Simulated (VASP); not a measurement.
# Mg3Zn5O8 (P1) in VASP: notebook

Mg3Zn5O8 is run at these levels: PBEsol; tasks: single point.

Program: VASP 6.6.1. These are calculated values, not measurements. Logs are shortened: lines on timing, memory, paths and dates and some standing lists are left out, and cuts for length are marked.

### 1 The cell of the first run

The typed cell holds 96 atoms: a = 9.770 Å, b = 11.281 Å, c = 10.289 Å, α = 90.00°, β = 90.00°, γ = 90.00°.

### 2 Single point, PBEsol

File INCAR:

```
ALGO = Normal ; EDIFF = 1E-6
ENCUT = 700 ; GGA = PS
GGA_COMPAT = F ; ISIF = 2
ISMEAR = -1 ; ISYM = -1
KPAR = 1 ; LASPH = T
LCHARG = F ; LREAL = Auto
LWAVE = F ; NBANDS = 396
NELM = 120 ; PREC = Accurate
SIGMA = 0.05
```

File KPOINTS:

```
explicit points
1
Reciprocal
  0.25000000   0.25000000   0.25000000 1
```

File POSCAR:

```
Mg3Zn5O8
1.0
    9.7697090000      0.0000000000      0.0000000000
    0.0000000000     11.2810880000      0.0000000000
    0.0000000000      0.0000000000     10.2886630000
Zn Mg O
30 18 48
Direct
    0.1650700000      0.0826400000      0.2481780000
    0.0003190000      0.3297910000      0.2473920000
    0.4995790000      0.0812240000      0.2483360000
    0.3331230000      0.3337420000      0.2493230000
    0.0005060000      0.8322150000      0.2488860000
    0.6697870000      0.3321910000      0.2471340000
    0.6669600000      0.3337400000      0.7464950000
    0.5019880000      0.5825270000      0.2469920000
    0.5000890000      0.5840120000      0.7522120000
    0.3334450000      0.8352100000      0.7475640000
    0.8339210000      0.5841180000      0.2496540000
    0.8324300000      0.5827320000      0.7431960000
    0.6661160000      0.8323850000      0.7459990000
    0.0011980000      0.1646400000      0.4962280000
    0.9978320000      0.1613110000      0.9987440000
    0.3343890000      0.1646030000      0.4948720000
    0.3341310000      0.1636640000      0.9968850000
    0.1699510000      0.4166760000      0.9970880000
    0.9973240000      0.6650520000      0.4972290000
    0.6698300000      0.1657350000      0.5000940000
    0.6629100000      0.1661210000      0.9996080000
    0.5006960000      0.4179600000      0.4988140000
    0.1650050000      0.9145670000      0.4980470000
    0.1676950000      0.9169880000      0.9971110000
    0.8301500000      0.4157150000      0.4967900000
    0.6665260000      0.6631720000      0.4986320000
    0.6638770000      0.6668840000      0.9998240000
    0.5003300000      0.9169160000      0.4969030000
    0.8338710000      0.9153890000      0.4966490000
    0.8344810000      0.9176880000      0.9965360000
    0.1617780000      0.0849350000      0.7484020000
    0.9992140000      0.3325120000      0.7469030000
    0.5008100000      0.0855570000      0.7440350000
    0.3341430000      0.3344230000      0.7473840000
    0.1669340000      0.5806080000      0.2517140000
    0.1658510000      0.5830930000      0.7487600000
    0.9994090000      0.8324070000      0.7462890000
    0.8298990000      0.0843190000      0.2463170000
    0.8324140000      0.0811370000      0.7459890000
    0.3357160000      0.8320670000      0.2472550000
    0.6688540000      0.8315430000      0.2468610000
    0.1648490000      0.4177730000      0.4963970000
    0.9985160000      0.6678080000      0.9988250000
    0.5000090000      0.4153380000      0.9962470000
    0.3342370000      0.6663800000      0.4999010000
    0.3334050000      0.6683710000      0.9910440000
    0.8318520000      0.4144720000      0.9985910000
    0.5033770000      0.9158100000      0.9973870000
    0.9981120000      0.1686680000      0.1899700000
    0.9994210000      0.1644480000      0.6910560000
    0.3314840000      0.1707060000      0.1888140000
    0.3311980000      0.1659750000      0.6924410000
    0.1660330000      0.4155310000      0.1913080000
    0.1686310000      0.4182540000      0.6908970000
    0.0029290000      0.6676610000      0.1929080000
    0.9982430000      0.6634030000      0.6905170000
    0.6645330000      0.1684940000      0.1909670000
    0.6659290000      0.1681910000      0.6891050000
    0.4991140000      0.4169840000      0.1934510000
    0.5025210000      0.4173790000      0.6896210000
    0.3343520000      0.6653710000      0.1925620000
    0.3352960000      0.6674350000      0.6896090000
    0.1653920000      0.9194910000      0.1938760000
    0.1664950000      0.9131100000      0.6885910000
    0.8333190000      0.4161860000      0.1918260000
    0.8307140000      0.4184800000      0.6854600000
    0.6707460000      0.6655720000      0.1901410000
    0.6658120000      0.6639030000      0.6913030000
    0.4959850000      0.9154890000      0.1900790000
    0.5008520000      0.9167690000      0.6909220000
    0.8321030000      0.9175940000      0.1913220000
    0.8316220000      0.9199280000      0.6890050000
    0.1710600000      0.0814200000      0.4419640000
    0.1668280000      0.0849640000      0.9393690000
    0.9968350000      0.3307060000      0.4394220000
    0.9983520000      0.3313030000      0.9378540000
    0.5018190000      0.0838430000      0.4417730000
    0.5019200000      0.0809150000      0.9383160000
    0.3316850000      0.3342850000      0.4406730000
    0.3356730000      0.3333760000      0.9384140000
    0.1657490000      0.5821770000      0.4395360000
    0.1632680000      0.5820470000      0.9398020000
    0.9993570000      0.8330000000      0.4422270000
    0.0005450000      0.8347050000      0.9405610000
    0.8351430000      0.0816310000      0.4432670000
    0.8365330000      0.0838910000      0.9411190000
    0.6656430000      0.3328250000      0.4426300000
    0.6656490000      0.3321830000      0.9412900000
    0.4983340000      0.5798950000      0.4397460000
    0.5003560000      0.5846450000      0.9422800000
    0.3344940000      0.8324810000      0.4413180000
    0.3349880000      0.8318270000      0.9412320000
    0.8341430000      0.5809900000      0.4408270000
    0.8334300000      0.5856280000      0.9407840000
    0.6674240000      0.8350760000      0.4434430000
    0.6694050000      0.8325050000      0.9387900000
```

Potentials or basis: VASP PAW PBE potentials, release 64 (Zn, Mg, O).

Started as:

```console
> cat potpaw_PBE.64/Zn/POTCAR potpaw_PBE.64/Mg/POTCAR potpaw_PBE.64/O/POTCAR > POTCAR
> mpirun -np 4 vasp_std > vasp.out
```

OUTCAR:

```text
EDIFF = 1E-6
   ENCUT = 700
   GGA = PS
   ISIF = 2
   ISMEAR = -1
   ISYM = -1
   LASPH = T
   LREAL = Auto
   NELM = 120
   PREC = Accurate

 ion  position               nearest neighbor table
   1  0.165  0.083  0.248-  63 1.92  49 1.99  73 1.99  51 2.00  38 3.27  40 3.28
   2  0.000  0.330  0.247-  49 1.91  53 1.97  75 1.98  65 1.98  42 3.18  47 3.19  38 3.23  35 3.26

   3  0.500  0.081  0.248-  69 1.96  57 1.98  77 1.99  51 2.02  48 3.19  38 3.23  40 3.23  41 3.27

   4  0.333  0.334  0.249-  51 1.94  59 1.96  53 1.97  79 1.97  42 3.17  44 3.21  35 3.22
   5  0.001  0.832  0.249-  55 1.94  63 1.97  83 1.99  71 2.00  43 3.17  41 3.24  35 3.27  40 3.27
                            38 3.30
   6  0.670  0.332  0.247-  57 1.94  65 1.94  59 2.00  87 2.01  47 3.15  38 3.20  44 3.21
   7  0.667  0.334  0.746-  60 1.95  58 1.96  66 1.97  88 2.00  44 3.18  47 3.19  33 3.24  32 3.25
                            34 3.25  39 3.28
   8  0.502  0.583  0.247-  59 1.95  61 1.97  89 1.98  67 1.98  44 3.20  45 3.22  41 3.25  40 3.25
                            46 3.25  35 3.27
   9  0.500  0.584  0.752-  90 1.96  68 1.96  62 1.97  60 1.99  46 3.10  44 3.15  45 3.20  34 3.25
                            36 3.27
  10  0.333  0.835  0.748-  64 1.95  70 1.96  62 1.98  92 1.99  46 3.13  45 3.18  48 3.19  33 3.26
                            37 3.26  31 3.28  36 3.28
[... 12 lines left out ...]
  17  0.334  0.164  0.997-  74 1.95  51 1.98  78 1.98  80 2.01  31 3.19  33 3.19  34 3.21  48 3.25
                            44 3.27
  18  0.170  0.417  0.997-  82 1.96  80 1.97  53 2.00  76 2.03  34 3.17  36 3.17  35 3.21  32 3.21
                            44 3.22  46 3.26  43 3.29  47 3.30
  19  0.997  0.665  0.497-  93 1.94  83 1.98  81 1.98  56 1.99  35 3.17  37 3.18  36 3.20  42 3.23
                            45 3.29
  20  0.670  0.166  0.500-  58 1.95  85 1.96  87 1.98  77 1.98  39 3.14  33 3.14  38 3.18
  21  0.663  0.166  1.000-  78 1.95  88 1.97  57 1.97  86 2.02  38 3.16  33 3.20  48 3.23  44 3.23
                            39 3.24  47 3.25
  22  0.501  0.418  0.499-  89 1.93  87 1.96  60 1.96  79 1.99  34 3.17  45 3.24  42 3.28
  23  0.165  0.915  0.498-  83 1.95  64 1.96  73 1.97  91 1.98  37 3.16  40 3.21  31 3.21  45 3.25
[... 95 lines left out ...]
  95  0.667  0.835  0.443-  29 1.94  28 1.95  26 2.02  41 2.02
  96  0.669  0.833  0.939-  30 1.97  48 1.97  27 1.97  13 1.98

IMPORTANT INFORMATION: All symmetrisations will be switched off!
NOSYMM: (Re-)initialisation of all symmetry stuff for point group C_1.

----------------------------------------------------------------------------------------

                                     Primitive cell

  volume of cell :    1133.9439

  direct lattice vectors                    reciprocal lattice vectors
     9.769709000  0.000000000  0.000000000     0.102357194  0.000000000  0.000000000
     0.000000000 11.281088000  0.000000000     0.000000000  0.088643932  0.000000000
     0.000000000  0.000000000 10.288663000     0.000000000  0.000000000  0.097194358

  length of vectors
     9.769709000 11.281088000 10.288663000     0.102357194  0.088643932  0.097194358

  position of ions in fractional coordinates (direct lattice)
     0.165070000  0.082640000  0.248178000
     0.000319000  0.329791000  0.247392000
     0.499579000  0.081224000  0.248336000
     0.333123000  0.333742000  0.249323000
     0.000506000  0.832215000  0.248886000
     0.669787000  0.332191000  0.247134000
[... 88 lines left out ...]
     0.667424000  0.835076000  0.443443000
     0.669405000  0.832505000  0.938790000

  ion indices of the primitive-cell ions
   primitive index   ion index
                 1           1
                 2           2
                 3           3
[... 110 lines left out ...]
   ions per type =              30  18  48
   NGX,Y,Z   is equivalent  to a cutoff of  14.29, 14.44, 14.54 a.u.
   NGXF,Y,Z  is equivalent  to a cutoff of  28.59, 28.88, 29.08 a.u.
 SYSTEM =  unknown system
[... 18 lines left out ...]
   TEBEG  =    0.0;   TEEND  =   0.0 temperature during run
   PSTRESS=    0.0 pullay stress
   NELECT =     684.0000    total number of electrons
   NUPDOWN=      -1.0000    fix difference up-down
   EMIN   =  10.00;   EMAX   =-10.00  energy-range for DOS
   EFERMI =   0.00;   METHOD = LEGACY
   ISMEAR =    -1;   SIGMA  =   0.05  broadening in eV -4-tet -1-fermi 0-gaus
   EFERMI_NEDOS =   21; number of points for ismear=-14 and -15
   IALGO  =     38    algorithm
   IMIX   =      4    mixing-type and parameters
     AMIX     =   0.40;   BMIX     =  1.00
     AMIX_MAG =   1.60;   BMIX_MAG =  1.00
  volume/ion in A,a.u.               =      11.81        79.71
  Fermi-wavevector in a.u.,A,eV,Ry     =   1.383236  2.613937 26.032604  1.913342
  Thomas-Fermi vector in A             =   2.507853
   LORBIT       =      0    0 simple, 1 ext, 2 COOP (PROOUT), +10 PAW based schemes
   GGA     = PS    functional components
   LHFCALC =     F    Hartree Fock is set to
   AEXX    =    0.0000 exact exchange contribution
   IVDW    =     0    specifies the selected vdW correction
   LEPSILON=     F    determine dielectric tensor
   LRPA    =     F    only Hartree local field effects (RPA)
 non-spin polarized calculation
  energy-cutoff  :      700.00
  volume of cell :     1133.94
 maximum number of plane-waves:     47679
 NGX is ok and might be reduce to    84
   NGX = 43   NGY = 49   NGZ = 45

 number of electron     684.0000084 magnetization

 Free energy of the ion-electron system (eV)
  ---------------------------------------------------
  ext. energy  EPLUGINS =         0.00000000
  ---------------------------------------------------
  free energy    TOTEN  =      -512.17802146 eV

  energy without entropy =     -512.17802146  energy(sigma->0) =     -512.17802146

 E-fermi :   2.3461     XC(G=0): -10.7499

 val. band max:        1.1230026211   @ k =   0.2500   0.2500   0.2500
 cond. band min:       3.5155424762   @ k =   0.2500   0.2500   0.2500
 fundamental gap:      2.3925398551
 Fermi energy:         2.3460527205

 k-point     1 :       0.2500    0.2500    0.2500
  band No.  band energies     occupation
      1     -16.3465      2.00000
      2     -16.2385      2.00000
      3     -16.1558      2.00000
      4     -16.0982      2.00000
      5     -16.0463      2.00000
      6     -16.0031      2.00000
[... 346 lines left out ...]
    353       6.4981      0.00000
    354       6.5959      0.00000
 [bands above 354 left out]

------------------------ aborting loop because EDIFF is reached ----------------------------------------

  FORCE on cell =-STRESS in cart. coord.  units (eV):
  Direction    XX          YY          ZZ          XY          YZ          ZX
  --------------------------------------------------------------------------------------
  -------------------------------------------------------------------------------------
  Total        2.3011194      4.5246435      5.1509746      1.8527924      0.7154285      0.4959790
  in kB        3.2513085      6.3929807      7.2779393      2.6178563      1.0108466      0.7007810
  external PRESSURE =       5.6407428 kB  Pullay stress =       0.0000000 kB

 VOLUME and BASIS-vectors are now :
 -----------------------------------------------------------------------------
  energy-cutoff  :      700.00
  volume of cell :     1133.94
      direct lattice vectors                 reciprocal lattice vectors
     9.769709000  0.000000000  0.000000000     0.102357194  0.000000000  0.000000000
     0.000000000 11.281088000  0.000000000     0.000000000  0.088643932  0.000000000
     0.000000000  0.000000000 10.288663000     0.000000000  0.000000000  0.097194358

 POSITION                                       TOTAL-FORCE (eV/Angst)
 -----------------------------------------------------------------------------------
      1.61269      0.93227      2.55342         0.078460      0.452464     -0.022427
      0.00312      3.72040      2.54533         0.002813      0.450716      0.020301
      4.88074      0.91630      2.55505        -0.289693      0.245606     -0.064099
      3.25451      3.76497      2.56520         0.075958      0.090435      0.001676
      0.00494      9.38829      2.56070        -0.139022      0.244314     -0.115283
      6.54362      3.74748      2.54268        -0.444616      0.364853      0.366639
[... 88 lines left out ...]
      6.52054      9.42057      4.56244        -0.104646     -0.584649     -0.559204
      6.53989      9.39156      9.65889        -0.188235      0.124192      0.209967
 -----------------------------------------------------------------------------------
    total drift:                               -0.002470     -0.024864     -0.007009

  FREE ENERGIE OF THE ION-ELECTRON SYSTEM (eV)
  ---------------------------------------------------
  free  energy   TOTEN  =      -512.1780214570 eV

  energy  without entropy=     -512.1780214567  energy(sigma->0) =     -512.17802146
```

Wall time 11 min (4 MPI ranks of Intel Xeon Platinum 8259CL at 2.50GHz (Skylake/Cascade Lake), shared host); peak memory 0.65 GiB.

What came out:

```yaml
Free_energy: -512.1780 eV
Pressure: 0.6 GPa
Largest_force: 1.000 eV/Å
Band_gap_on_the_k_mesh: 2.39 eV
```

Forces on the atoms (eV/Å):
```
Zn   0.078  0.452 -0.022
Zn   0.003  0.451  0.020
Zn  -0.290  0.246 -0.064
Zn   0.076  0.090  0.002
Zn  -0.139  0.244 -0.115
Zn  -0.445  0.365  0.367
Zn   0.070  0.002  0.097
Zn  -0.089 -0.006  0.032
Zn   0.029 -0.099 -0.305
Zn   0.077 -0.088 -0.120
Zn   0.289 -0.240 -0.175
Zn  -0.070 -0.047  0.601
Zn   0.165 -0.081 -0.125
Zn   0.097  0.065  0.272
Zn   0.548  0.813  0.070
Zn   0.088  0.465  0.510
Zn   0.076  0.353  0.005
Zn  -0.395 -0.406  0.039
Zn   0.326 -0.010  0.102
Zn  -0.061  0.209 -0.186
Zn   0.221  0.064 -0.229
Zn  -0.076 -0.419 -0.133
Zn   0.444  0.024 -0.045
Zn  -0.062  0.126  0.223
Zn   0.155 -0.209 -0.190
Zn  -0.164  0.212 -0.028
Zn   0.540 -0.137 -0.330
Zn  -0.146 -0.118  0.186
Zn  -0.108  0.089  0.244
Zn   0.068 -0.135  0.228
Mg   0.682 -0.428 -0.324
Mg   0.079  0.130 -0.198
Mg  -0.274 -0.079  0.100
Mg  -0.068 -0.204 -0.280
Mg   0.096  0.192 -0.463
Mg   0.083 -0.112 -0.209
Mg  -0.287 -0.078 -0.063
Mg   0.363 -0.023  0.297
Mg  -0.120  0.638  0.092
Mg  -0.576  0.072  0.303
Mg  -0.244  0.174  0.315
Mg  -0.139 -0.364  0.245
Mg  -0.111 -0.022  0.151
Mg   0.028  0.114  0.478
Mg  -0.050  0.033 -0.235
Mg  -0.233 -0.585  0.777
Mg   0.262  0.298 -0.074
Mg  -0.184  0.124 -0.056
O   -0.068 -0.681  0.114
O   -0.302  0.271 -0.102
O    0.178 -0.658  0.132
O    0.044  0.093 -0.143
O   -0.073  0.133 -0.045
O   -0.266 -0.186 -0.249
O   -0.071 -0.223 -0.253
O    0.313  0.502  0.045
O    0.020 -0.423  0.011
O    0.229 -0.216  0.364
O    0.295 -0.161 -0.568
O   -0.325  0.074  0.371
O   -0.198  0.117 -0.495
O   -0.308 -0.147  0.378
O    0.255 -0.525 -0.366
O   -0.225  0.444  0.397
O    0.136  0.164 -0.237
O    0.363 -0.392  0.578
O   -0.341  0.214  0.201
O   -0.069  0.371 -0.200
O    0.770 -0.044 -0.198
O   -0.028  0.170  0.070
O    0.043 -0.006 -0.040
O    0.242 -0.687  0.204
O   -0.470 -0.016 -0.188
O    0.000 -0.385 -0.023
O    0.290  0.200  0.244
O    0.103  0.085  0.164
O    0.102 -0.070 -0.158
O   -0.104 -0.029 -0.166
O    0.038 -0.124  0.271
O   -0.042 -0.109  0.011
O    0.171  0.233  0.393
O    0.300  0.459  0.071
O   -0.003 -0.222 -0.096
O    0.143 -0.157 -0.296
O   -0.118  0.090 -0.618
O   -0.859 -0.202 -0.346
O   -0.076 -0.210 -0.360
O    0.068  0.044 -0.100
O    0.156  0.622  0.028
O   -0.220 -0.331  0.078
O   -0.067 -0.063 -0.254
O    0.030  0.458  0.058
O   -0.235  0.250 -0.072
O   -0.140 -0.422 -0.046
O   -0.105 -0.585 -0.559
O   -0.188  0.124  0.210
```

Stress tensor (GPa, compression positive):
```
0.33 0.26 0.07
0.26 0.64 0.10
0.07 0.10 0.73
```

Caveat: the PAW data sets were made with another functional, which shifts forces and pressure a little; a shifted mesh leaves out Γ, where band edges can lie. A k mesh can miss the band edges.

(Continued in part 2 of 2.)
